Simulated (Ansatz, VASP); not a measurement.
# Two plane-wave programs on SiGe3C4

```
CELL_PARAMETERS angstrom
3.20897 0.00000 0.00000
-1.60448 2.77905 0.00000
0.00000 0.00000 10.56269
ATOMIC_POSITIONS crystal
Si 0.33333 0.66667 0.50342
Ge 0.33333 0.66667 0.00217
Ge 0.66667 0.33333 0.25608
Ge 0.66667 0.33333 0.74865
C 0.33333 0.66667 0.19155
C 0.33333 0.66667 0.68330
C 0.66667 0.33333 0.44691
C 0.66667 0.33333 0.93793
```

Alike in both runs: task single point; functional PBE; k mesh 12 × 12 × 4; occupations gaussian, width 0.02 eV; no spin polarisation.

|  | VASP | Ansatz |
| --- | --- | --- |
| version | VASP 6.6.1 | Ansatz 0.2.0 |
| potentials or method | VASP PAW PBE potentials, release 64 (Si, Ge_d, C), cutoff 520 eV | scalar-relativistic, plane waves, PAW |
| valence electrons in the cell | 62 | 62 |

|  | VASP | Ansatz | Ansatz less VASP |
| --- | --- | --- | --- |
| gap on the k mesh at the Fermi level (eV) | 2.23 | 2.23 | +0.001 |
| least direct gap on the mesh (eV) | 3.15 | 3.14 | -0.006 |
| pressure (GPa) | -0.2 | 0.0 | +0.18 |
| rms of the force components (eV/Å) | 0.005 | 0.001 | -0.0043 |

Atom by atom the forces differ by 0.005 eV/Å (rms over components). The functional is the same, so the differences come from potentials, cutoffs and numerics.
